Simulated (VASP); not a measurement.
Crystal: Zr3S2.

```
Zr S
1.0
     2.90254    1.67578    3.48777
    -2.90254    1.67578    3.48777
     0.00000   -3.35156    3.48777
Zr S
3 2
Direct
  0.83873 0.50000 0.16127
  0.50000 0.16127 0.83873
  0.16127 0.83873 0.50000
  0.66502 0.66502 0.66502
  0.33498 0.33498 0.33498
```

* Program: VASP 6.6.1
* Task: relaxation of cell and atoms
* Functional: PBEsol
* Potentials or basis: VASP PAW PBE potentials, release 64 (Zr_sv, S)
* Cutoff: 600 eV
* k mesh: 6 × 6 × 6
* Occupations: fermi-dirac, width 0.05 eV
* Spin: no spin polarisation

At the start: pressure -4.9 GPa; volume 20.36 Å³/atom.

Q: How do energy, volume and symmetry change on relaxing?

A: Over 8 steps the energy falls by 13.1 meV/atom and the volume is 19.55 Å³/atom (-4.0 %); space group R32 (No. 155, to 0.1 Å) before and after.

Step by step:
```
step  energy change (eV)  largest force (eV/Å)  pressure (GPa)  volume (Å³)
   1              0.0000                0.1265           -4.94       101.79
   2              0.0487                0.2437            7.65        92.81
   3             -0.0652                0.0139           -0.07        97.79
   4             -0.0653                0.0168            0.03        97.71
   5             -0.0653                0.0099            0.04        97.70
   6             -0.0653                0.0127            0.04        97.68
   7             -0.0653                0.0116            0.04        97.68
   8             -0.0653                0.0052           -0.06        97.76
```

Final structure:
```cif
data_structure
_symmetry_space_group_name_H-M 'P 1'
_symmetry_Int_Tables_number 1
_cell_length_a 4.7730
_cell_length_b 4.7730
_cell_length_c 4.7730
_cell_angle_alpha 73.718
_cell_angle_beta 73.718
_cell_angle_gamma 73.718
_cell_volume 97.76
loop_
_atom_site_label
_atom_site_type_symbol
_atom_site_fract_x
_atom_site_fract_y
_atom_site_fract_z
_atom_site_occupancy
Zr1 Zr 0.83856 0.50000 0.16144 1
Zr2 Zr 0.50000 0.16144 0.83856 1
Zr3 Zr 0.16144 0.83856 0.50000 1
S1 S 0.66490 0.66490 0.66490 1
S2 S 0.33510 0.33510 0.33510 1
```

Caveat: the PAW data sets were made with another functional, which shifts forces and pressure a little.
